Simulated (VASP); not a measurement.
# Al9H in VASP: a series of runs

Al9H is run at these levels: PBE; tasks: single point.

All numbers are computed with VASP 6.6.1; they aren't measurements. Logs are shortened: lines on timing, memory, paths and dates and some standing lists are left out, and cuts for length are marked.

### Step 1. The cell of the first run

The cell holds a slab with vacuum, 10 atoms: a = 2.854 Å, b = 2.854 Å, c = 34.261 Å, α = 90.00°, β = 90.00°, γ = 120.00°.

### Step 2. Single point, PBE

The input, INCAR:

```
SYSTEM = Al9H
PREC = Accurate ; ENCUT = 520
EDIFF = 1E-7 ; ISMEAR = 0
SIGMA = 0.1 ; LREAL = .FALSE.
LASPH = .TRUE. ; NELM = 80
ALGO = Normal ; ISIF = 2
LWAVE = .FALSE. ; LCHARG = .FALSE.
LDIPOL = .TRUE. ; IDIPOL = 3
DIPOL = 0.5 0.5 0.420 ; GGA = PE
NBANDS = 25
```

The input, KPOINTS:

```
Automatic mesh
0
G
  9 9 1
  0 0 0
```

The input, POSCAR:

```
Al9H
1.0
    2.8535431556      0.0000000000      0.0000000000
   -1.4267715778      2.4712408635      0.0000000000
    0.0000000000      0.0000000000     34.2605580981
Al H
9 1
Direct
    0.3333333333      0.6666666666      0.1167523304
    0.0000000000      0.0000000000      0.1852090274
    0.6666666667      0.3333333333      0.2536657244
    0.0000000000      0.0000000000      0.3221224214
    0.3333333333      0.6666666666      0.3899858430
    0.0000000000      0.0000000000      0.4578168584
    0.6666666667      0.3333333333      0.5268325047
    0.0000000000      0.0000000000      0.5950901730
    0.3340050129      0.6670025065      0.6611728498
    0.3333333333      1.1666666666      0.6942602355
```

Potentials or basis: VASP PAW PBE potentials, release 64 (Al, H).

The run is started by

```sh
$ cat potpaw_PBE.64/Al/POTCAR potpaw_PBE.64/H/POTCAR > POTCAR
$ mpirun -np 1 vasp_std > vasp.out
```

OUTCAR:

```text
SYSTEM = Al9H
   PREC = Accurate
   ENCUT = 520
   EDIFF = 1E-7
   ISMEAR = 0
   LREAL = .FALSE.
   LASPH = .TRUE.
   NELM = 80
   ISIF = 2
   GGA = PE

 ion  position               nearest neighbor table
   1  0.333  0.667  0.117-   2 2.87   2 2.87   2 2.87
   2  0.000  0.000  0.185-   1 2.87   3 2.87   3 2.87   1 2.87   3 2.87   1 2.87
   3  0.667  0.333  0.254-   2 2.87   4 2.87   2 2.87   4 2.87   2 2.87   4 2.87
   4  0.000  0.000  0.322-   5 2.85   5 2.85   5 2.85   3 2.87   3 2.87   3 2.87
   5  0.333  0.667  0.390-   6 2.85   6 2.85   6 2.85   4 2.85   4 2.85   4 2.85
   6  0.000  0.000  0.458-   5 2.85   5 2.85   5 2.85   7 2.88   7 2.88   7 2.88
   7  0.667  0.333  0.527-   8 2.86   8 2.86   8 2.86   6 2.88   6 2.88   6 2.88
   8  0.000  0.000  0.595-   9 2.80   9 2.80   9 2.80   7 2.86   7 2.86   7 2.86
   9  0.334  0.667  0.661-  10 1.82  10 1.82   8 2.80   8 2.80   8 2.80
  10  0.333  0.167  0.694-   9 1.82   9 1.82

  LATTYP: Found a hexagonal cell.
 ALAT       =     2.8535431556
 C/A-ratio  =    12.0063220459

  Lattice vectors:

 A1 = (   2.8535431556,   0.0000000000,   0.0000000000)
 A2 = (  -1.4267715778,   2.4712408635,   0.0000000000)
 A3 = (   0.0000000000,   0.0000000000,  34.2605580981)

Analysis of symmetry for initial positions (statically):
=====================================================================
 Subroutine PRICEL returns:
 Original cell was already a primitive cell.

 Routine SETGRP: Setting up the symmetry group for a
 hexagonal supercell.

 Subroutine GETGRP returns: Found  2 space group operations
 (whereof  2 operations were pure point group operations)
 out of a pool of 24 trial point group operations.

The static configuration has the point symmetry C_1h.

Analysis of symmetry for dynamics (positions and initial velocities):
=====================================================================
 Subroutine PRICEL returns:
 Original cell was already a primitive cell.

 Routine SETGRP: Setting up the symmetry group for a
 hexagonal supercell.

 Subroutine GETGRP returns: Found  2 space group operations
 (whereof  2 operations were pure point group operations)
 out of a pool of 24 trial point group operations.

The dynamic configuration has the point symmetry C_1h.

 Subroutine INISYM returns: Found  2 space group operations
 (whereof  2 operations are pure point group operations),
 and found     1 'primitive' translations

----------------------------------------------------------------------------------------

                                     Primitive cell

  volume of cell :     241.5983

  direct lattice vectors                    reciprocal lattice vectors
     2.853543156  0.000000000  0.000000000     0.350441520  0.202327506  0.000000000
    -1.426771578  2.471240863  0.000000000     0.000000000  0.404655011  0.000000000
     0.000000000  0.000000000 34.260558098     0.000000000  0.000000000  0.029188083

  length of vectors
     2.853543156  2.853543156 34.260558098     0.404655011  0.404655011  0.029188083

  position of ions in fractional coordinates (direct lattice)
     0.333333333  0.666666667  0.116752330
     0.000000000  0.000000000  0.185209027
     0.666666667  0.333333333  0.253665724
     0.000000000  0.000000000  0.322122421
     0.333333333  0.666666667  0.389985843
     0.000000000  0.000000000  0.457816858
     0.666666667  0.333333333  0.526832505
     0.000000000  0.000000000  0.595090173
     0.334005013  0.667002506  0.661172850
     0.333333333  0.166666667  0.694260236

  ion indices of the primitive-cell ions
   primitive index   ion index
                 1           1
                 2           2
                 3           3
                 4           4
                 5           5
                 6           6
                 7           7
                 8           8
                 9           9
                10          10

----------------------------------------------------------------------------------------

 KPOINTS: Automatic mesh

Automatic generation of k-mesh.
 Grid dimensions read from file:
 generate k-points for:    9    9    1

 Generating k-lattice:

  Cartesian coordinates                     Fractional coordinates (reciprocal lattice)
     0.038937947  0.022480834  0.000000000     0.111111111  0.000000000  0.000000000
     0.000000000  0.044961668  0.000000000     0.000000000  0.111111111  0.000000000
     0.000000000  0.000000000  0.029188083     0.000000000  0.000000000  1.000000000

  Length of vectors
     0.044961668  0.044961668  0.029188083

  Shift w.r.t. Gamma in fractional coordinates (k-lattice)
     0.000000000  0.000000000  0.000000000

 Subroutine IBZKPT returns following result:
 ===========================================

 Found     25 irreducible k-points:

 Following reciprocal coordinates:
            Coordinates               Weight
  0.000000  0.000000  0.000000      1.000000
  0.111111  0.000000  0.000000      2.000000
  0.000000  0.111111  0.000000      4.000000
  0.222222 -0.000000  0.000000      2.000000
  0.000000  0.222222  0.000000      4.000000
  0.333333 -0.000000  0.000000      2.000000
[... 16 lines left out ...]
 -0.222222 -0.444444  0.000000      4.000000
  0.444444  0.333333  0.000000      4.000000
   k-points           NKPTS =     25   k-points in BZ     NKDIM =     25   number of bands    NBANDS=     25
   number of dos      NEDOS =    301   number of ions     NIONS =     10
   total plane-waves  NPLWV = 147456
   dimension x,y,z NGX =    24 NGY =   24 NGZ =  256
   dimension x,y,z NGXF=    48 NGYF=   48 NGZF=  512
   ions per type =               9   1
   NGX,Y,Z   is equivalent  to a cutoff of  13.98, 13.98, 12.42 a.u.
   NGXF,Y,Z  is equivalent  to a cutoff of  27.96, 27.96, 24.84 a.u.
 SYSTEM =  Al9H
   PREC   = accura    normal or accurate (medium, high low for compatibility)
   ISTART =      0    job   : 0-new  1-cont  2-samecut
   ICHARG =      2    charge: 1-file 2-atom 10-const
   ISPIN  =      1    spin polarized calculation?
   LNONCOLLINEAR =      F non collinear calculations
   LSORBIT =      F    spin-orbit coupling
   LASPH  =      T    aspherical Exc in radial PAW
   ENCUT  =  520.0 eV  38.22 Ry    6.18 a.u.   5.31  5.31 63.70*2*pi/ulx,y,z
   NELM   =     80;   NELMIN=  2; NELMDL= -5     # of ELM steps
   EDIFF  = 0.1E-06   stopping-criterion for ELM
   LREAL  =      F    real-space projection
   EDIFFG = 0.1E-05   stopping-criterion for IOM
   NSW    =      0    number of steps for IOM
   IBRION =     -1    ionic relax: 0-MD 1-quasi-New 2-CG
   NFREE  =      0    steps in history (QN), initial steepest desc. (CG)
   ISIF   =      2    stress and relaxation
   ISYM   =      2    0-nonsym 1-usesym 2-fastsym
   POTIM  = 0.5000    time-step for ionic-motion
   TEBEG  =    0.0;   TEEND  =   0.0 temperature during run
   PSTRESS=    0.0 pullay stress
   NELECT =      28.0000    total number of electrons
   NUPDOWN=      -1.0000    fix difference up-down
   EMIN   =  10.00;   EMAX   =-10.00  energy-range for DOS
   EFERMI =   0.00;   METHOD = LEGACY
   ISMEAR =     0;   SIGMA  =   0.10  broadening in eV -4-tet -1-fermi 0-gaus
   EFERMI_NEDOS =   21; number of points for ismear=-14 and -15
   IALGO  =     38    algorithm
   IMIX   =      4    mixing-type and parameters
     AMIX     =   0.40;   BMIX     =  1.00
     AMIX_MAG =   1.60;   BMIX_MAG =  1.00
  volume/ion in A,a.u.               =      24.16       163.04
  Fermi-wavevector in a.u.,A,eV,Ry     =   0.798171  1.508325  8.667968  0.637078
  Thomas-Fermi vector in A             =   1.905031
   LORBIT       =      0    0 simple, 1 ext, 2 COOP (PROOUT), +10 PAW based schemes
   GGA     = PE    functional components
   LHFCALC =     F    Hartree Fock is set to
   AEXX    =    0.0000 exact exchange contribution
   IVDW    =     0    specifies the selected vdW correction
   LEPSILON=     F    determine dielectric tensor
   LRPA    =     F    only Hartree local field effects (RPA)
 non-spin polarized calculation
 Gauss-broadening in eV      SIGMA  =   0.10
  energy-cutoff  :      520.00
  volume of cell :      241.60
 maximum number of plane-waves:      6547
 NGX is ok and might be reduce to    24
   NGX = 11   NGY = 11   NGZ =127

 dipolmoment           0.000000      0.000000     -0.013774 electrons x Angstroem

 number of electron      28.0000001 magnetization

 dipolmoment           0.000000      0.000000      0.008036 electrons x Angstroem

 Free energy of the ion-electron system (eV)
  ---------------------------------------------------
  ext. energy  EPLUGINS =         0.00000000
  ---------------------------------------------------
  free energy    TOTEN  =       -35.89141905 eV

  energy without entropy =      -35.86670297  energy(sigma->0) =      -35.87906101

 E-fermi :   3.5017     XC(G=0):  -6.8766

 val. band max:        3.4928241845   @ k =   0.3333   0.3333   0.0000
 cond. band min:       3.5172521551   @ k =   0.0000   0.0000   0.0000
 fundamental gap:      0.0244279706
 Fermi energy:         3.5016639464

 k-point     1 :       0.0000    0.0000    0.0000
  band No.  band energies     occupation
      1      -7.6830      2.00000
      2      -7.5255      2.00000
      3      -7.1842      2.00000
      4      -6.6952      2.00000
      5      -6.0715      2.00000
      6      -5.3107      2.00000
[... 17 lines left out ...]
     24      13.3507      0.00000
     25      14.2181      0.00000

 k-point     2 :       0.1111    0.0000    0.0000
  band No.  band energies     occupation
      1      -7.3861      2.00000
      2      -7.2293      2.00000
      3      -6.8880      2.00000
      4      -6.4006      2.00000
      5      -5.7789      2.00000
      6      -5.0199      2.00000
[... 608 lines left out ...]
 k-point    24 :       0.4444    0.3333    0.0000
  band No.  band energies     occupation
      1      -2.4115      2.00000
      2      -2.0359      2.00000
      3      -1.7203      2.00000
      4      -1.3167      2.00000
      5      -0.7731      2.00000
      6      -0.1324      2.00000
[... 17 lines left out ...]
     24       5.7222      0.00000
     25       5.9478      0.00000

 [... further k-points ...]

------------------------ aborting loop because EDIFF is reached ----------------------------------------

 vacuum level on the upper side and lower side of the slab       (xc-potential included)        -0.030        -0.256

  FORCE on cell =-STRESS in cart. coord.  units (eV):
  Direction    XX          YY          ZZ          XY          YZ          ZX
  --------------------------------------------------------------------------------------
  -------------------------------------------------------------------------------------
  Total        0.3651981     -0.2597045     -0.3180702      0.5411815      0.1120051      0.1939985
  in kB        2.4218380     -1.7222494     -2.1093061      3.5888849      0.7427701      1.2865157
  external PRESSURE =      -0.4699058 kB  Pullay stress =       0.0000000 kB

 VOLUME and BASIS-vectors are now :
 -----------------------------------------------------------------------------
  energy-cutoff  :      520.00
  volume of cell :      241.60
      direct lattice vectors                 reciprocal lattice vectors
     2.853543156  0.000000000  0.000000000     0.350441520  0.202327506  0.000000000
    -1.426771578  2.471240863  0.000000000     0.000000000  0.404655011  0.000000000
     0.000000000  0.000000000 34.260558098     0.000000000  0.000000000  0.029188083

 POSITION                                       TOTAL-FORCE (eV/Angst)
 -----------------------------------------------------------------------------------
     -0.00000      1.64749      4.00000         0.002714      0.001567     -0.001576
      0.00000      0.00000      6.34536         0.000391      0.000226      0.050571
      1.42677      0.82375      8.69073        -0.001479     -0.000854     -0.034961
      0.00000      0.00000     11.03609         0.010203      0.005891     -0.054524
     -0.00000      1.64749     13.36113        -0.000541     -0.000312      0.082549
      0.00000      0.00000     15.68506        -0.040219     -0.023220      0.020343
      1.42677      0.82375     18.04958         0.060382      0.034862     -0.041528
      0.00000      0.00000     20.38812        -0.111535     -0.064395     -0.034660
      0.00144      1.64832     22.65215         0.000870      0.000502      0.007401
      0.71339      0.41187     23.78574         0.079215      0.045735      0.006384
 -----------------------------------------------------------------------------------
    total drift:                                0.000102      0.000059     -0.000092

  FREE ENERGIE OF THE ION-ELECTRON SYSTEM (eV)
  ---------------------------------------------------
  free  energy   TOTEN  =       -35.8914190548 eV

  energy  without entropy=      -35.8667029669  energy(sigma->0) =      -35.87906101

 vacuum level on the upper side and lower side of the slab         7.539         7.305
```

Wall time 4.4 min (1 thread of Intel Xeon 6975P-C (Granite Rapids), shared host); peak memory 0.4 GiB.

What came out:

- Free energy: -35.8914 eV
- Largest force: 0.133 eV/Å
- Band gap on the k mesh: zero (bands 14 and 15 overlap by 3.75 eV)

Forces on the atoms (eV/Å):
```
Al   0.003  0.002 -0.002
Al   0.000  0.000  0.051
Al  -0.001 -0.001 -0.035
Al   0.010  0.006 -0.055
Al  -0.001  0.000  0.083
Al  -0.040 -0.023  0.020
Al   0.060  0.035 -0.042
Al  -0.112 -0.064 -0.035
Al   0.001  0.001  0.007
H    0.079  0.046  0.006
```

### Step 3. Single point, PBE

The input, INCAR:

```
SYSTEM = Al9H
PREC = Accurate
ENCUT = 520
EDIFF = 1E-6
ISMEAR = 0
SIGMA = 0.1
LREAL = .False.
LASPH = .True.
NELM = 80
ALGO = Normal
ISIF = 2
LWAVE = .False.
LCHARG = .True.
LDIPOL = .True.
IDIPOL = 3
DIPOL = 0.5 0.5 0.421
GGA = PE
LELF = .True.
LVHAR = .True.
LVACPOTAV = .True.
NBANDS = 25
```

The input, KPOINTS:

```
Automatic mesh
0
Gamma
  9 9 1
  0 0 0
```

The input, POSCAR:

```
Al9H
1.0
    2.8535431556      0.0000000000      0.0000000000
   -1.4267715778      2.4712408635      0.0000000000
    0.0000000000      0.0000000000     34.2605580981
Al H
9 1
Direct
    0.3333333333      0.6666666667      0.1167523304
    0.0000000000      0.0000000000      0.1852090274
    0.6666666666      0.3333333333      0.2536657244
    0.0000000000      0.0000000000      0.3221224214
    0.3333333333      0.6666666667      0.3899858430
    0.0000000000      0.0000000000      0.4578168584
    0.6666666666      0.3333333333      0.5268325047
    0.0000000000      0.0000000000      0.5950901730
    0.3013021174      0.6026042348      0.6608246034
    0.5000000000      1.0000000000      0.6994672187
```

Potentials or basis: VASP PAW PBE potentials, release 64 (Al, H).

The run is started by

```sh
$ cat potpaw_PBE.64/Al/POTCAR potpaw_PBE.64/H/POTCAR > POTCAR
$ mpirun -np 1 vasp_std > vasp.out
```

Run time: 4.4 min. Hardware: 1 thread of Intel Xeon 6975P-C (Granite Rapids), shared host; peak memory 0.41 GiB.

Results (log left out):

```yaml
Free_energy: -35.8540 eV
Largest_force: 0.156 eV/Å
Band_gap_on_the_k_mesh: zero (bands 14 and 15 overlap by 3.62 eV)
```

Forces in eV/Å, atoms in the order of the input:
```
Al   0.000 -0.003 -0.005
Al   0.000  0.001  0.040
Al   0.000 -0.005 -0.024
Al   0.000  0.002 -0.056
Al   0.000  0.000  0.093
Al   0.000 -0.006  0.021
Al   0.000  0.066 -0.059
Al   0.000 -0.156 -0.011
Al   0.000 -0.009 -0.013
H    0.000  0.111  0.013
```

Levels at points of the mesh, in eV from the Fermi level:
| k point | band 11 | band 12 | band 13 | band 14 | band 15 | band 16 | band 17 | band 18 |
| --- | --- | --- | --- | --- | --- | --- | --- | --- |
| (0.00, 0.00, 0.00) | -3.04 | -1.58 | -0.05 | 1.48 | 2.88 | 3.87 | 4.31 | 5.32 |

[end of part 1 of 2]
